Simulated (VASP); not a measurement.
# Bi (Im-3m) in VASP: notebook

Bi is run at these levels: PBE, PBE+D4; tasks: single point, relaxation of cell and atoms.

Program: VASP 6.6.1. These are calculated values, not measurements. Logs are shortened: lines on timing, memory, paths and dates and some standing lists are left out, and cuts for length are marked.

### 1 The cell of the first run

Symmetry: Im-3m, No. 229, cubic system. The conventional cell has a = 3.987 Å, b = 3.987 Å, c = 3.987 Å, α = 90.00°, β = 90.00°, γ = 90.00°. Bi (site symmetry m-3m) has 14 Bi at 3.45 to 3.99 Å within 4.5 Å.

### 2 Single point, PBE

File INCAR:

```
SYSTEM = Bi
  PREC = Accurate
  ENCUT = 520
  EDIFF = 1E-6
  ISMEAR = -1
  SIGMA = 0.08
  LREAL = .FALSE.
  LASPH = .TRUE.
  NELM = 80
  ALGO = Normal
  ISIF = 2
  LWAVE = .FALSE.
  LCHARG = .FALSE.
  GGA = PE
  NBANDS = 14
```

File KPOINTS:

```
Automatic mesh
0
G
  13 13 13
  0 0 0
```

File POSCAR:

```
Bi
1.0
   -1.9934072489      1.9934072489      1.9934072489
    1.9934072489     -1.9934072489      1.9934072489
    1.9934072489      1.9934072489     -1.9934072489
Bi
1
Direct
    0.0000000000      0.0000000000      0.0000000000
```

Potentials or basis: VASP PAW PBE potentials, release 64 (Bi_d).

Run with:

```console
$ cat potpaw_PBE.64/Bi_d/POTCAR > POTCAR
$ mpirun -np 1 vasp_std > vasp.out
```

OUTCAR:

```text
SYSTEM = Bi
   PREC = Accurate
   ENCUT = 520
   EDIFF = 1E-6
   ISMEAR = -1
   LREAL = .FALSE.
   LASPH = .TRUE.
   NELM = 80
   ISIF = 2
   GGA = PE

 ion  position               nearest neighbor table
   1  0.000  0.000  0.000-

  LATTYP: Found a body centered cubic cell.
 ALAT       =     3.9868144978

  Lattice vectors:

 A1 = (  -1.9934072489,   1.9934072489,   1.9934072489)
 A2 = (   1.9934072489,  -1.9934072489,   1.9934072489)
 A3 = (   1.9934072489,   1.9934072489,  -1.9934072489)

Analysis of symmetry for initial positions (statically):
=====================================================================
 Subroutine PRICEL returns:
 Original cell was already a primitive cell.

 Routine SETGRP: Setting up the symmetry group for a
 body centered cubic supercell.

 Subroutine GETGRP returns: Found 48 space group operations
 (whereof 48 operations were pure point group operations)
 out of a pool of 48 trial point group operations.

The static configuration has the point symmetry O_h .

Analysis of symmetry for dynamics (positions and initial velocities):
=====================================================================
 Subroutine PRICEL returns:
 Original cell was already a primitive cell.

 Routine SETGRP: Setting up the symmetry group for a
 body centered cubic supercell.

 Subroutine GETGRP returns: Found 48 space group operations
 (whereof 48 operations were pure point group operations)
 out of a pool of 48 trial point group operations.

The dynamic configuration has the point symmetry O_h .

 Subroutine INISYM returns: Found 48 space group operations
 (whereof 48 operations are pure point group operations),
 and found     1 'primitive' translations

----------------------------------------------------------------------------------------

                                     Primitive cell

  volume of cell :      31.6846

  direct lattice vectors                    reciprocal lattice vectors
    -1.993407249  1.993407249  1.993407249     0.000000000  0.250826819  0.250826819
     1.993407249 -1.993407249  1.993407249     0.250826819  0.000000000  0.250826819
     1.993407249  1.993407249 -1.993407249     0.250826819  0.250826819  0.000000000

  length of vectors
     3.452682635  3.452682635  3.452682635     0.354722690  0.354722690  0.354722690

[... 83 lines left out ...]
   NFREE  =      0    steps in history (QN), initial steepest desc. (CG)
   ISIF   =      2    stress and relaxation
   ISYM   =      2    0-nonsym 1-usesym 2-fastsym
   POTIM  = 0.5000    time-step for ionic-motion
   TEBEG  =    0.0;   TEEND  =   0.0 temperature during run
   PSTRESS=    0.0 pullay stress
   NELECT =      15.0000    total number of electrons
   NUPDOWN=      -1.0000    fix difference up-down
   EMIN   =  10.00;   EMAX   =-10.00  energy-range for DOS
   EFERMI =   0.00;   METHOD = LEGACY
   ISMEAR =    -1;   SIGMA  =   0.08  broadening in eV -4-tet -1-fermi 0-gaus
   EFERMI_NEDOS =   21; number of points for ismear=-14 and -15
   IALGO  =     38    algorithm
   IMIX   =      4    mixing-type and parameters
     AMIX     =   0.40;   BMIX     =  1.00
     AMIX_MAG =   1.60;   BMIX_MAG =  1.00
  volume/ion in A,a.u.               =      31.68       213.82
  Fermi-wavevector in a.u.,A,eV,Ry     =   1.275917  2.411134 22.149811  1.627965
  Thomas-Fermi vector in A             =   2.408603
   LORBIT       =      0    0 simple, 1 ext, 2 COOP (PROOUT), +10 PAW based schemes
   GGA     = PE    functional components
   LHFCALC =     F    Hartree Fock is set to
   AEXX    =    0.0000 exact exchange contribution
   IVDW    =     0    specifies the selected vdW correction
   LEPSILON=     F    determine dielectric tensor
   LRPA    =     F    only Hartree local field effects (RPA)
 non-spin polarized calculation
  energy-cutoff  :      520.00
  volume of cell :       31.68
 maximum number of plane-waves:       887
 NGX is ok and might be reduce to    28
   NGX = 13   NGY = 13   NGZ = 13

 number of electron      14.9999999 magnetization

 Free energy of the ion-electron system (eV)
  ---------------------------------------------------
  ext. energy  EPLUGINS =         0.00000000
  ---------------------------------------------------
  free energy    TOTEN  =        -3.76598639 eV

  energy without entropy =       -3.75237705  energy(sigma->0) =       -3.75918172

 E-fermi :   7.6646     XC(G=0): -10.2063

 val. band max:        7.5072574217   @ k =  -0.4615  -0.4615   0.3077
 cond. band min:       7.6859572453   @ k =  -0.3077   0.3846   0.1538
 fundamental gap:      0.1786998236
 Fermi energy:         7.6645703291

 k-point     1 :       0.0000    0.0000    0.0000
  band No.  band energies     occupation
      1     -15.3271      2.00000
      2     -15.3271      2.00000
      3     -15.3271      2.00000
      4     -15.2061      2.00000
      5     -15.2061      2.00000
      6      -5.7013      2.00000
      7      12.6868      0.00000
      8      12.6868      0.00000
      9      12.6868      0.00000
     10      16.5954      0.00000
     11      18.1660      0.00000
     12      18.1660      0.00000
     13      18.1660      0.00000
     14      19.2625      0.00000
[... 377 lines left out ...]
      1     -15.3436      2.00000
      2     -15.3039      2.00000
      3     -15.2210      2.00000
      4     -15.2123      2.00000
      5     -15.1879      2.00000
      6      -3.9372      2.00000
      7       5.4309      2.00000
      8       9.0431      0.00000
      9      10.3247      0.00000
     10      15.9993      0.00000
     11      17.0713      0.00000
     12      19.0734      0.00000
     13      20.1291      0.00000
     14      22.1227      0.00000

 [... further k-points ...]

------------------------ aborting loop because EDIFF is reached ----------------------------------------

  FORCE on cell =-STRESS in cart. coord.  units (eV):
  Direction    XX          YY          ZZ          XY          YZ          ZX
  --------------------------------------------------------------------------------------
  -------------------------------------------------------------------------------------
  Total       -0.0106236     -0.0106236     -0.0106236     -0.0000000      0.0000000     -0.0000000
  in kB       -0.5371971     -0.5371971     -0.5371971     -0.0000000      0.0000000     -0.0000000
  external PRESSURE =      -0.5371971 kB  Pullay stress =       0.0000000 kB

 VOLUME and BASIS-vectors are now :
 -----------------------------------------------------------------------------
  energy-cutoff  :      520.00
  volume of cell :       31.68
      direct lattice vectors                 reciprocal lattice vectors
    -1.993407249  1.993407249  1.993407249     0.000000000  0.250826819  0.250826819
     1.993407249 -1.993407249  1.993407249     0.250826819  0.000000000  0.250826819
     1.993407249  1.993407249 -1.993407249     0.250826819  0.250826819  0.000000000

 POSITION                                       TOTAL-FORCE (eV/Angst)
 -----------------------------------------------------------------------------------
      0.00000      0.00000      0.00000         0.000000      0.000000     -0.000000
 -----------------------------------------------------------------------------------
    total drift:                               -0.000000     -0.000000     -0.000000

  FREE ENERGIE OF THE ION-ELECTRON SYSTEM (eV)
  ---------------------------------------------------
  free  energy   TOTEN  =        -3.7659863887 eV

  energy  without entropy=       -3.7523770548  energy(sigma->0) =       -3.75918172
```

stdout:

```text
POSCAR found type information on POSCAR Bi
 POSCAR found :  1 types and       1 ions
 scaLAPACK will be used
 LDA part: xc-table for (Slater+PW92), standard interpolation
 POSCAR, INCAR and KPOINTS ok, starting setup
 FFT: planning ... GRIDC
 FFT: planning ... GRID_SOFT
 FFT: planning ... GRID
 WAVECAR not read
 entering main loop
```

Run time: 20 s. Hardware: 1 thread of Intel Xeon 6975P-C, shared host; peak memory 0.18 GiB.

What came out:

| Quantity | Value |
| --- | --- |
| Free energy | -3.7660 eV |
| Pressure | -0.1 GPa |

Levels at points of the mesh, in eV from the Fermi level:
```csv
k point,band 4,band 5,band 6,band 7,band 8,band 9,band 10,band 11
"(0.00, 0.00, 0.00)",-22.87,-22.87,-13.37,5.02,5.02,5.02,8.93,10.50
```

Caveat: spin-orbit coupling is left out, which moves the levels of the heavy elements.

### 3 Single point, PBE

File INCAR:

```
ALGO = Normal
EDIFF = 1E-6
ENCUT = 520
GGA = PE
ISIF = 2
ISMEAR = -1
LASPH = True
LCHARG = False
LREAL = False
LWAVE = False
NBANDS = 14
NELM = 80
PREC = Accurate
SIGMA = 0.08
```

File KPOINTS:

```
k-points
0
Gamma
  13 13 13
```

POSCAR is that of step 2.

Potentials or basis: VASP PAW PBE potentials, release 64 (Bi_d).

Run with:

```console
$ cat potpaw_PBE.64/Bi_d/POTCAR > POTCAR
$ mpirun -np 1 vasp_std > vasp.out
```

OUTCAR:

```text
EDIFF = 1E-6
   ENCUT = 520
   GGA = PE
   ISIF = 2
   ISMEAR = -1
   LASPH = True
   LREAL = False
   NELM = 80
   PREC = Accurate

 ion  position               nearest neighbor table
   1  0.000  0.000  0.000-

  LATTYP: Found a body centered cubic cell.
 ALAT       =     3.9868144978

  Lattice vectors:

 A1 = (  -1.9934072489,   1.9934072489,   1.9934072489)
 A2 = (   1.9934072489,  -1.9934072489,   1.9934072489)
 A3 = (   1.9934072489,   1.9934072489,  -1.9934072489)

Analysis of symmetry for initial positions (statically):
=====================================================================
 Subroutine PRICEL returns:
 Original cell was already a primitive cell.

 Routine SETGRP: Setting up the symmetry group for a
 body centered cubic supercell.

 Subroutine GETGRP returns: Found 48 space group operations
 (whereof 48 operations were pure point group operations)
 out of a pool of 48 trial point group operations.

The static configuration has the point symmetry O_h .

Analysis of symmetry for dynamics (positions and initial velocities):
=====================================================================
 Subroutine PRICEL returns:
 Original cell was already a primitive cell.

 Routine SETGRP: Setting up the symmetry group for a
 body centered cubic supercell.

 Subroutine GETGRP returns: Found 48 space group operations
 (whereof 48 operations were pure point group operations)
 out of a pool of 48 trial point group operations.

The dynamic configuration has the point symmetry O_h .

 Subroutine INISYM returns: Found 48 space group operations
 (whereof 48 operations are pure point group operations),
 and found     1 'primitive' translations

----------------------------------------------------------------------------------------

                                     Primitive cell
[... 114 lines left out ...]
   GGA     = PE    functional components
   LHFCALC =     F    Hartree Fock is set to
   AEXX    =    0.0000 exact exchange contribution
   IVDW    =     0    specifies the selected vdW correction
   LEPSILON=     F    determine dielectric tensor
   LRPA    =     F    only Hartree local field effects (RPA)
 non-spin polarized calculation
  energy-cutoff  :      520.00
  volume of cell :       31.68
 maximum number of plane-waves:       887
 NGX is ok and might be reduce to    28
   NGX = 13   NGY = 13   NGZ = 13

 number of electron      14.9999999 magnetization

 Free energy of the ion-electron system (eV)
  ---------------------------------------------------
  ext. energy  EPLUGINS =         0.00000000
  ---------------------------------------------------
  free energy    TOTEN  =        -3.76598639 eV

  energy without entropy =       -3.75237705  energy(sigma->0) =       -3.75918172

 E-fermi :   7.6646     XC(G=0): -10.2063

 val. band max:        7.5072574217   @ k =  -0.4615  -0.4615   0.3077
 cond. band min:       7.6859572453   @ k =  -0.3077   0.3846   0.1538
 fundamental gap:      0.1786998236
 Fermi energy:         7.6645703291

 k-point     1 :       0.0000    0.0000    0.0000
  band No.  band energies     occupation
      1     -15.3271      2.00000
      2     -15.3271      2.00000
      3     -15.3271      2.00000
      4     -15.2061      2.00000
      5     -15.2061      2.00000
      6      -5.7013      2.00000
      7      12.6868      0.00000
      8      12.6868      0.00000
      9      12.6868      0.00000
     10      16.5954      0.00000
     11      18.1660      0.00000
     12      18.1660      0.00000
     13      18.1660      0.00000
     14      19.2625      0.00000
[... 377 lines left out ...]
      1     -15.3436      2.00000
      2     -15.3039      2.00000
      3     -15.2210      2.00000
      4     -15.2123      2.00000
      5     -15.1879      2.00000
      6      -3.9372      2.00000
      7       5.4309      2.00000
      8       9.0431      0.00000
      9      10.3247      0.00000
     10      15.9993      0.00000
     11      17.0713      0.00000
     12      19.0734      0.00000
     13      20.1291      0.00000
     14      22.1227      0.00000

 [... further k-points ...]

------------------------ aborting loop because EDIFF is reached ----------------------------------------

  FORCE on cell =-STRESS in cart. coord.  units (eV):
  Direction    XX          YY          ZZ          XY          YZ          ZX
  --------------------------------------------------------------------------------------
  -------------------------------------------------------------------------------------
  Total       -0.0106236     -0.0106236     -0.0106236     -0.0000000      0.0000000     -0.0000000
  in kB       -0.5371971     -0.5371971     -0.5371971     -0.0000000      0.0000000     -0.0000000
  external PRESSURE =      -0.5371971 kB  Pullay stress =       0.0000000 kB

 VOLUME and BASIS-vectors are now :
 -----------------------------------------------------------------------------
  energy-cutoff  :      520.00
  volume of cell :       31.68
      direct lattice vectors                 reciprocal lattice vectors
    -1.993407249  1.993407249  1.993407249     0.000000000  0.250826819  0.250826819
     1.993407249 -1.993407249  1.993407249     0.250826819  0.000000000  0.250826819
     1.993407249  1.993407249 -1.993407249     0.250826819  0.250826819  0.000000000

 POSITION                                       TOTAL-FORCE (eV/Angst)
 -----------------------------------------------------------------------------------
      0.00000      0.00000      0.00000         0.000000      0.000000     -0.000000
 -----------------------------------------------------------------------------------
    total drift:                               -0.000000     -0.000000     -0.000000

  FREE ENERGIE OF THE ION-ELECTRON SYSTEM (eV)
  ---------------------------------------------------
  free  energy   TOTEN  =        -3.7659863887 eV

  energy  without entropy=       -3.7523770548  energy(sigma->0) =       -3.75918172
```

stdout:

```text
POSCAR found type information on POSCAR Bi
 POSCAR found :  1 types and       1 ions
 scaLAPACK will be used
 LDA part: xc-table for (Slater+PW92), standard interpolation
 POSCAR, INCAR and KPOINTS ok, starting setup
 FFT: planning ... GRIDC
 FFT: planning ... GRID_SOFT
 FFT: planning ... GRID
 WAVECAR not read
 entering main loop
```

Wall time 22 s (1 thread of Intel Xeon 6975P-C, shared host); peak memory 0.17 GiB.

Results:

```
Free energy : -3.7660 eV
Pressure    : -0.1 GPa
```

Levels at points of the mesh, in eV from the Fermi level:
```csv
k point,band 4,band 5,band 6,band 7,band 8,band 9,band 10,band 11
"(0.00, 0.00, 0.00)",-22.87,-22.87,-13.37,5.02,5.02,5.02,8.93,10.50
```

Caveat: spin-orbit coupling is left out, which moves the levels of the heavy elements.

### 4 Relaxation of cell and atoms, PBE

This run uses another cell than the first one, of 32.00 Å³/atom, 1.010 times its volume.

File INCAR:

```
ALGO = Normal
EDIFF = 1E-6
EDIFFG = -0.005
ENCUT = 600
GGA = PE
IBRION = 2
ISIF = 3
ISMEAR = -1
LASPH = T
LCHARG = F
LREAL = F
LWAVE = F
NELM = 80
NSW = 60
PREC = Accurate
SIGMA = 0.08
```

KPOINTS is that of step 3.

File POSCAR:

```
Bi
1.0
   -2.0000000000      2.0000000000      2.0000000000
    2.0000000000     -2.0000000000      2.0000000000
    2.0000000000      2.0000000000     -2.0000000000
Bi
1
Direct
    0.0000000000      0.0000000000      0.0000000000
```

Run with:

```console
$ cat potpaw_PBE.64/Bi_d/POTCAR > POTCAR
$ mpirun -np 1 vasp_std > vasp.out
```

Run time: 33 s. Hardware: 1 thread of Intel Xeon 6975P-C, shared host; peak memory 0.19 GiB.

Results (log left out):

* Free energy: -3.7661 eV
* Relaxed volume: 31.67 Å³/atom
* Relaxed cell: a = 3.452 Å, b = 3.452 Å, c = 3.452 Å, α = 109.47°, β = 109.47°, γ = 109.47°
* Space group after relaxing (to 0.05 Å): Im-3m (No. 229)
* Energy gained by relaxing: 0.5 meV/atom
* Ionic steps: 3
* Pressure after relaxing: 0.0 GPa

Step by step:
```tsv
step	energy change (eV)	largest force (eV/Å)	pressure (GPa)	volume (Å³)
1	0.0000	0.0000	-0.49	32.00
2	-0.0004	0.0000	0.25	31.55
3	-0.0005	0.0000	-0.02	31.67
```

Final structure:
```
Bi
1.0
    -1.99320    1.99320    1.99320
     1.99320   -1.99320    1.99320
     1.99320    1.99320   -1.99320
Bi
1
Direct
  0.00000 0.00000 0.00000
```

Levels at points of the mesh, in eV from the Fermi level:
| k point | band 5 | band 6 | band 7 | band 8 | band 9 | band 10 |
| --- | --- | --- | --- | --- | --- | --- |
| (0.00, 0.00, 0.00) | -22.87 | -13.37 | 5.02 | 5.02 | 5.02 | 8.93 |

Caveat: spin-orbit coupling is left out, which moves the levels of the heavy elements.

### 5 Single point, PBE+D4

This run uses another cell than the first one, of 14.26 Å³/atom, 0.450 times its volume.

File INCAR:

```
PREC = Accurate ; ENCUT = 500
EDIFF = 1E-6 ; ISMEAR = -1
SIGMA = 0.08 ; LREAL = F
LASPH = T ; NELM = 120
ALGO = Normal ; ISIF = 2
LWAVE = F ; LCHARG = F
GGA = PE ; IVDW = 13
NBANDS = 14 ; GGA_COMPAT = F
```

File KPOINTS:

```
Automatic mesh
0
Gamma
  13 13 13
```

File POSCAR:

```
Bi
1.0
   -1.5275667774      1.5275667774      1.5275667774
    1.5275667774     -1.5275667774      1.5275667774
    1.5275667774      1.5275667774     -1.5275667774
Bi
1
Direct
    0.0000000000      0.0000000000      0.0000000000
```

Run with:

```console
$ cat potpaw_PBE.64/Bi_d/POTCAR > POTCAR
$ mpirun -np 1 vasp_std > vasp.out
```

Wall time 23 s (1 thread of AMD EPYC 7R43 (Zen 3), shared host); peak memory 0.1 GiB.

It converged, with:

* Free energy: 1.9288 eV
* Pressure: 257.6 GPa
* Dispersion energy per atom: -1.129 eV

Levels at points of the mesh, in eV from the Fermi level:
| k point | band 5 | band 6 | band 7 | band 8 | band 9 | band 10 | band 11 | band 12 |
| --- | --- | --- | --- | --- | --- | --- | --- | --- |
| (0.00, 0.00, 0.00) | -24.63 | -22.89 | 8.35 | 8.35 | 8.35 | 13.39 | 13.39 | 13.39 |

Caveat: spin-orbit coupling is left out, which moves the levels of the heavy elements; pairwise dispersion overbinds metals, which lowers pressure and volume.

### 6 The runs side by side

| task | level | cell | cutoff (eV) | gap on the mesh (eV) | pressure (GPa) |
| --- | --- | --- | --- | --- | --- |
| single point | PBE | a = 3.453 Å, angles 109.5°, 1 atom | 520 | none | -0.1 |
| relaxation of cell and atoms | PBE | relaxed from a = 3.464 Å, angles 109.5°, 1 atom | 600 | none | 0.0 |
| single point | PBE+D4 | a = 2.646 Å, angles 109.5°, 1 atom | 500 | none | 257.6 |

Alike in all rows: potentials or basis VASP PAW PBE potentials, release 64 (Bi_d); no spin polarisation; k mesh 13 × 13 × 13; smearing fermi-dirac 0.08 eV.

Caveats: spin-orbit coupling is left out, which moves the levels of the heavy elements; pairwise dispersion overbinds metals, which lowers pressure and volume (some runs).

Total energies depend on the potentials used, so only differences within one code and one set of settings carry meaning.
